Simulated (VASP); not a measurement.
Wanted: the native input for a VASP 6.6.1 run.

```yaml
Task: dielectric tensor
Functional: r2SCAN
Potentials_or_basis: VASP PAW PBE potentials, release 64 (Li_sv, H, F)
Cutoff: 520 eV
k_mesh: 8 × 8 × 6
Occupations: gaussian, width 0.01 eV
Spin: no spin polarisation
Dipole_correction: no
Further_INCAR_settings: ALGO = Normal; EDIFF = 1e-08
```

The structure of LiHF2 lies in POSCAR:

```
LiHF2
1.0
    2.5291185200     -1.4676188544     -0.2569565582
    2.5291185200      1.4676188544     -0.2569565582
   -2.9271904131      0.0000000000      4.6845712252
Li H F
1 1 2
Direct
    0.0000000000      0.0000000000      0.0000000000
    0.0000000000      0.0000000000      0.5000000000
    0.1734010955      0.1734010955      0.7597943818
    0.8265989045      0.8265989045      0.2402056182
```

These files were run (other wordings do the same):

INCAR

```
SYSTEM = LiHF2
  PREC = Accurate
  ENCUT = 520
  EDIFF = 1E-8
  ISMEAR = 0
  SIGMA = 0.01
  LREAL = .False.
  LASPH = .True.
  NELM = 100
  ALGO = Normal
  ISIF = 2
  LWAVE = .False.
  LCHARG = .False.
  METAGGA = R2SCAN
  LMIXTAU = .True.
  LCALCEPS = .True.
```

KPOINTS

```
Automatic mesh
0
Gamma
  8 8 6
  0 0 0
```

Potentials or basis: VASP PAW PBE potentials, release 64 (Li_sv, H, F).

Command:

```bash
$ cat potpaw_PBE.64/Li_sv/POTCAR potpaw_PBE.64/H/POTCAR potpaw_PBE.64/F/POTCAR > POTCAR
$ mpirun -np 1 vasp_std > vasp.out
```

Results of the run:

```json
{"Band gap on the k mesh": "9.27 eV, indirect (least direct gap 9.48 eV)", "Electronic dielectric tensor (diagonal)": "1.80, 1.80, 2.05", "Born charges (mean of the diagonal)": "Li +1.07; H +0.92; F -1.00 e"}
```

It took 15 min on 1 thread of Intel(R) Xeon(R) 6975P-C (Granite Rapids) (shared host), peak memory 0.34 GiB.
